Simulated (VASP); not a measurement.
# Ca (I4/mmm) in VASP: notebook

Runs on Ca. Level: PBE. Tasks: single point, relaxation of cell and atoms.

Everything below comes from runs of VASP 6.6.1. Logs are shortened: lines on timing, memory, paths and dates and some standing lists are left out, and cuts for length are marked.

## 1. The cell of the first run

It takes space group I4/mmm (No. 139, tetragonal). Conventional cell: a = 4.489 Å, b = 4.489 Å, c = 4.463 Å, α = 90.00°, β = 90.00°, γ = 90.00°. Ca (site symmetry 4/mmm) has 14 Ca at 3.88 to 4.49 Å within 5.1 Å.

## 2. Single point, PBE

File INCAR:

```
SYSTEM = Ca
PREC = Accurate
ENCUT = 520
EDIFF = 1E-7
ISMEAR = 0
SIGMA = 0.1
LREAL = .False.
LASPH = .True.
NELM = 100
ALGO = Normal
ISIF = 2
LWAVE = .False.
LCHARG = .True.
GGA = PE
LELF = .True.
LVHAR = .True.
NBANDS = 11
```

File KPOINTS:

```
Automatic mesh
0
Gamma
  14 14 14
  0 0 0
```

File POSCAR:

```
Ca
1.0
   -2.2444906814      2.2444906814      2.2314497942
    2.2444906814     -2.2444906814      2.2314497942
    2.2444906814      2.2444906814     -2.2314497942
Ca
1
Direct
    0.5000000000      0.5000000000      0.0000000000
```

Potentials or basis: VASP PAW PBE potentials, release 64 (Ca_sv).

Launch:

```bash
$ cat potpaw_PBE.64/Ca_sv/POTCAR > POTCAR
$ mpirun -np 1 vasp_std > vasp.out
```

OUTCAR:

```text
SYSTEM = Ca
   PREC = Accurate
   ENCUT = 520
   EDIFF = 1E-7
   ISMEAR = 0
   LREAL = .False.
   LASPH = .True.
   NELM = 100
   ISIF = 2
   GGA = PE

 ion  position               nearest neighbor table
   1  0.500  0.500  0.000-

  LATTYP: Found a body centered tetragonal cell.
 ALAT       =     4.4889813628
 C/A-ratio  =     0.9941898234

  Lattice vectors:

 A1 = (  -2.2444906814,   2.2444906814,   2.2314497942)
 A2 = (   2.2444906814,  -2.2444906814,   2.2314497942)
 A3 = (   2.2444906814,   2.2444906814,  -2.2314497942)

Analysis of symmetry for initial positions (statically):
=====================================================================
 Subroutine PRICEL returns:
 Original cell was already a primitive cell.

 Routine SETGRP: Setting up the symmetry group for a
 body centered tetragonal supercell.

 Subroutine GETGRP returns: Found 16 space group operations
 (whereof 16 operations were pure point group operations)
 out of a pool of 16 trial point group operations.

The static configuration has the point symmetry D_4h.

Analysis of symmetry for dynamics (positions and initial velocities):
=====================================================================
 Subroutine PRICEL returns:
 Original cell was already a primitive cell.

 Routine SETGRP: Setting up the symmetry group for a
 body centered tetragonal supercell.

 Subroutine GETGRP returns: Found 16 space group operations
 (whereof 16 operations were pure point group operations)
 out of a pool of 16 trial point group operations.

The dynamic configuration has the point symmetry D_4h.

 Subroutine INISYM returns: Found 16 space group operations
 (whereof 16 operations are pure point group operations),
 and found     1 'primitive' translations

----------------------------------------------------------------------------------------

                                     Primitive cell

  volume of cell :      44.9658

  direct lattice vectors                    reciprocal lattice vectors
    -2.244490681  2.244490681  2.231449794     0.000000000  0.222767688  0.224069572
     2.244490681 -2.244490681  2.231449794     0.222767688  0.000000000  0.224069572
     2.244490681  2.244490681 -2.231449794     0.222767688  0.222767688  0.000000000

  length of vectors
     3.880057348  3.880057348  3.880057348     0.315962998  0.315962998  0.315041086

  position of ions in fractional coordinates (direct lattice)
     0.500000000  0.500000000  0.000000000

  ion indices of the primitive-cell ions
   primitive index   ion index
                 1           1

----------------------------------------------------------------------------------------

 KPOINTS: Automatic mesh

Automatic generation of k-mesh.
 Grid dimensions read from file:
 generate k-points for:   14   14   14

 Generating k-lattice:

  Cartesian coordinates                     Fractional coordinates (reciprocal lattice)
     0.000000000  0.015911978  0.016004969     0.071428571  0.000000000  0.000000000
     0.015911978  0.000000000  0.016004969     0.000000000  0.071428571  0.000000000
     0.015911978  0.015911978  0.000000000     0.000000000  0.000000000  0.071428571

  Length of vectors
     0.022568786  0.022568786  0.022502935

  Shift w.r.t. Gamma in fractional coordinates (k-lattice)
     0.000000000  0.000000000  0.000000000

 Subroutine IBZKPT returns following result:
 ===========================================

 Found    244 irreducible k-points:

 Following reciprocal coordinates:
            Coordinates               Weight
  0.000000  0.000000  0.000000      1.000000
  0.071429 -0.000000  0.000000      8.000000
  0.142857  0.000000 -0.000000      8.000000
  0.214286  0.000000 -0.000000      8.000000
  0.285714  0.000000  0.000000      8.000000
  0.357143  0.000000 -0.000000      8.000000
[... 16 lines left out ...]
  0.214286  0.142857 -0.000000     16.000000
  0.285714  0.142857 -0.000000     16.000000
 [... further k-points ...]
   k-points           NKPTS =    244   k-points in BZ     NKDIM =    244   number of bands    NBANDS=     11
   number of dos      NEDOS =    301   number of ions     NIONS =      1
   total plane-waves  NPLWV =  27000
   dimension x,y,z NGX =    30 NGY =   30 NGZ =   30
   dimension x,y,z NGXF=    60 NGYF=   60 NGZF=   60
   ions per type =               1
   NGX,Y,Z   is equivalent  to a cutoff of  12.85, 12.85, 12.85 a.u.
   NGXF,Y,Z  is equivalent  to a cutoff of  25.71, 25.71, 25.71 a.u.
 SYSTEM =  Ca
   PREC   = accura    normal or accurate (medium, high low for compatibility)
   ISTART =      0    job   : 0-new  1-cont  2-samecut
   ICHARG =      2    charge: 1-file 2-atom 10-const
   ISPIN  =      1    spin polarized calculation?
   LNONCOLLINEAR =      F non collinear calculations
   LSORBIT =      F    spin-orbit coupling
   LASPH  =      T    aspherical Exc in radial PAW
   ENCUT  =  520.0 eV  38.22 Ry    6.18 a.u.   7.21  7.21  7.21*2*pi/ulx,y,z
   NELM   =    100;   NELMIN=  2; NELMDL= -5     # of ELM steps
   EDIFF  = 0.1E-06   stopping-criterion for ELM
   LREAL  =      F    real-space projection
   EDIFFG = 0.1E-05   stopping-criterion for IOM
   NSW    =      0    number of steps for IOM
   IBRION =     -1    ionic relax: 0-MD 1-quasi-New 2-CG
   NFREE  =      0    steps in history (QN), initial steepest desc. (CG)
   ISIF   =      2    stress and relaxation
   ISYM   =      2    0-nonsym 1-usesym 2-fastsym
   POTIM  = 0.5000    time-step for ionic-motion
   TEBEG  =    0.0;   TEEND  =   0.0 temperature during run
   PSTRESS=    0.0 pullay stress
   NELECT =      10.0000    total number of electrons
   NUPDOWN=      -1.0000    fix difference up-down
   EMIN   =  10.00;   EMAX   =-10.00  energy-range for DOS
   EFERMI =   0.00;   METHOD = LEGACY
   ISMEAR =     0;   SIGMA  =   0.10  broadening in eV -4-tet -1-fermi 0-gaus
   EFERMI_NEDOS =   21; number of points for ismear=-14 and -15
   IALGO  =     38    algorithm
   IMIX   =      4    mixing-type and parameters
     AMIX     =   0.40;   BMIX     =  1.00
     AMIX_MAG =   1.60;   BMIX_MAG =  1.00
  volume/ion in A,a.u.               =      44.97       303.44
  Fermi-wavevector in a.u.,A,eV,Ry     =   0.991853  1.874330 13.385032  0.983772
  Thomas-Fermi vector in A             =   2.123624
   LORBIT       =      0    0 simple, 1 ext, 2 COOP (PROOUT), +10 PAW based schemes
   GGA     = PE    functional components
   LHFCALC =     F    Hartree Fock is set to
   AEXX    =    0.0000 exact exchange contribution
   IVDW    =     0    specifies the selected vdW correction
   LEPSILON=     F    determine dielectric tensor
   LRPA    =     F    only Hartree local field effects (RPA)
 non-spin polarized calculation
 Gauss-broadening in eV      SIGMA  =   0.10
  energy-cutoff  :      520.00
  volume of cell :       44.97
 maximum number of plane-waves:      1248
 NGX is ok and might be reduce to    30
   NGX = 15   NGY = 15   NGZ = 15

 number of electron      10.0000001 magnetization

 Free energy of the ion-electron system (eV)
  ---------------------------------------------------
  ext. energy  EPLUGINS =         0.00000000
  ---------------------------------------------------
  free energy    TOTEN  =        -1.90837202 eV

  energy without entropy =       -1.89987173  energy(sigma->0) =       -1.90412187

 E-fermi :   1.7688     XC(G=0):  -7.5425

 val. band max:        1.7620063069   @ k =   0.5000   0.5000   0.2857
 cond. band min:       1.7690562727   @ k =  -0.4286  -0.4286   0.1429
 fundamental gap:      0.0070499658
 Fermi energy:         1.7688190188

 k-point     1 :       0.0000    0.0000    0.0000
  band No.  band energies     occupation
      1     -40.4551      2.00000
      2     -21.3774      2.00000
      3     -21.3766      2.00000
      4     -21.3766      2.00000
      5      -2.1924      2.00000
      6       3.9455      0.00000
      7       3.9700      0.00000
      8       3.9700      0.00000
      9       4.9341      0.00000
     10       4.9649      0.00000
     11      11.6288      0.00000

 k-point     2 :       0.0714   -0.0000    0.0000
  band No.  band energies     occupation
      1     -40.4546      2.00000
      2     -21.3826      2.00000
      3     -21.3785      2.00000
      4     -21.3769      2.00000
      5      -2.1045      2.00000
      6       3.9029      0.00000
      7       3.9375      0.00000
      8       4.0235      0.00000
      9       4.8908      0.00000
     10       4.9467      0.00000
     11      11.5197      0.00000

 k-point     3 :       0.1429    0.0000   -0.0000
  band No.  band energies     occupation
      1     -40.4530      2.00000
      2     -21.3981      2.00000
      3     -21.3837      2.00000
      4     -21.3769      2.00000
      5      -1.8449      2.00000
      6       3.7598      0.00000
      7       3.7927      0.00000
      8       4.2128      0.00000
      9       4.7865      0.00000
     10       4.9547      0.00000
     11      10.8874      0.00000

 k-point     4 :       0.2143    0.0000   -0.0000
  band No.  band energies     occupation
      1     -40.4508      2.00000
      2     -21.4205      2.00000
      3     -21.3914      2.00000
      4     -21.3769      2.00000
      5      -1.4260      2.00000
      6       3.4792      0.00000
      7       3.5669      0.00000
      8       4.5167      0.00000
      9       4.7641      0.00000
     10       4.9829      0.00000
     11       9.7585      0.00000
[... 239 lines left out ...]
 k-point    22 :       0.1429    0.1429    0.0000
  band No.  band energies     occupation
      1     -40.4497      2.00000
      2     -21.4304      2.00000
      3     -21.3920      2.00000
      4     -21.3821      2.00000
      5      -1.1794      2.00000
      6       3.3433      0.00000
      7       3.4499      0.00000
      8       4.6615      0.00000
      9       4.6959      0.00000
     10       5.0850      0.00000
     11       9.6203      0.00000

 k-point    23 :       0.2143    0.1429   -0.0000
  band No.  band energies     occupation
      1     -40.4475      2.00000
      2     -21.4495      2.00000
      3     -21.4014      2.00000
      4     -21.3834      2.00000
      5      -0.6341      2.00000
      6       2.9825      0.00000
      7       3.2520      0.00000
      8       4.6949      0.00000
      9       5.0711      0.00000
     10       5.1470      0.00000
     11       8.4685      0.00000

 k-point    24 :       0.2857    0.1429   -0.0000
  band No.  band energies     occupation
      1     -40.4455      2.00000
      2     -21.4658      2.00000
      3     -21.4112      2.00000
      4     -21.3839      2.00000
      5       0.0096      2.00000
      6       2.5627      0.00000
      7       3.0879      0.00000
      8       4.7689      0.00000
      9       5.1681      0.00000
     10       5.4946      0.00000
     11       7.4559      0.00000

 [... further k-points ...]

------------------------ aborting loop because EDIFF is reached ----------------------------------------

  FORCE on cell =-STRESS in cart. coord.  units (eV):
  Direction    XX          YY          ZZ          XY          YZ          ZX
  --------------------------------------------------------------------------------------
  -------------------------------------------------------------------------------------
  Total       -0.2700306     -0.2700306     -0.2742607      0.0000000      0.0000000      0.0000000
  in kB       -9.6214554     -9.6214554     -9.7721786      0.0000000      0.0000000      0.0000000
  external PRESSURE =      -9.6716965 kB  Pullay stress =       0.0000000 kB

 VOLUME and BASIS-vectors are now :
 -----------------------------------------------------------------------------
  energy-cutoff  :      520.00
  volume of cell :       44.97
      direct lattice vectors                 reciprocal lattice vectors
    -2.244490681  2.244490681  2.231449794     0.000000000  0.222767688  0.224069572
     2.244490681 -2.244490681  2.231449794     0.222767688  0.000000000  0.224069572
     2.244490681  2.244490681 -2.231449794     0.222767688  0.222767688  0.000000000

 POSITION                                       TOTAL-FORCE (eV/Angst)
 -----------------------------------------------------------------------------------
      0.00000      0.00000      2.23145        -0.000000      0.000000     -0.000000
 -----------------------------------------------------------------------------------
    total drift:                                0.000000     -0.000000      0.000000

  FREE ENERGIE OF THE ION-ELECTRON SYSTEM (eV)
  ---------------------------------------------------
  free  energy   TOTEN  =        -1.9083720165 eV

  energy  without entropy=       -1.8998717325  energy(sigma->0) =       -1.90412187
```

It took 66 s on 1 thread of Intel Xeon 6975P-C (Granite Rapids), shared host; peak memory 0.26 GiB.

What came out:

* Free energy: -1.9084 eV
* Pressure: -1.0 GPa
* Band gap on the k mesh: zero (band 5 reaches 1.98 eV, above the bottom of band 6 at 1.67 eV)

[end of part 1 of 2]
